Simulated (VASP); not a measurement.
Crystal: Ga2SeS3.

```xyz
6
Lattice="4.1963 0.0000 0.0000 0.0000 4.1963 0.0000 0.0000 0.0000 8.9473" Properties=species:S:1:pos:R:3 pbc="T T T"
Ga    2.0982    2.0982    6.7049
Ga    2.0982    2.0982    2.2424
Se    2.0982    2.0982    0.0000
S     2.0982    0.0000    4.4737
S     0.0000    2.0982    4.4737
S     0.0000    0.0000    4.4737
```

| Property | Result |
| --- | --- |
| Program | VASP 6.6.1 |
| Task | relaxation of cell and atoms |
| Functional | PBE |
| Potentials or basis | VASP PAW PBE potentials, release 64 (Ga_d, Se, S) |
| Cutoff | 600 eV |
| k mesh | 4 × 4 × 2 |
| Occupations | gaussian, width 0.1 eV |
| Spin | no spin polarisation |

At the start: pressure 9.8 GPa; volume 26.26 Å³/atom.

**Question.** How do energy, volume and symmetry change on relaxing?

**Answer.** Over 11 steps the energy falls by 532.7 meV/atom and the volume is 28.07 Å³/atom (+6.9 %); space group P4/mmm (No. 123, to 0.05 Å).

Step by step:
```tsv
step	energy change (eV)	largest force (eV/Å)	pressure (GPa)	volume (Å³)
1	0.0000	2.8132	9.77	157.55
2	-1.7894	0.8961	-1.55	196.56
3	-1.8022	0.7554	-2.24	201.05
4	-2.2715	1.4125	-2.03	194.47
5	-2.4891	2.4347	-1.23	187.20
6	-2.8123	1.8563	-1.27	181.56
7	-3.1807	0.1897	0.93	164.98
8	-3.1917	0.2607	0.31	167.85
9	-3.1926	0.1789	0.46	167.23
10	-3.1923	0.1241	0.52	166.84
11	-3.1965	0.0068	0.06	168.44
```

Final structure:
```yaml
crystal:
  lattice:
    - [4.78847, 0.00000, 0.00000]
    - [0.00000, 4.78847, 0.00000]
    - [0.00000, 0.00000, 7.34597]
  atoms:
    - { symbol: Ga, position: [0.50000, 0.50000, 0.68225] }
    - { symbol: Ga, position: [0.50000, 0.50000, 0.31775] }
    - { symbol: Se, position: [0.50000, 0.50000, 0.00000] }
    - { symbol: S, position: [0.50000, 0.00000, 0.50000] }
    - { symbol: S, position: [0.00000, 0.50000, 0.50000] }
    - { symbol: S, position: [0.00000, 0.00000, 0.50000] }
```

Caveat: the k points lie up to 0.43 Å⁻¹ apart in the final cell.
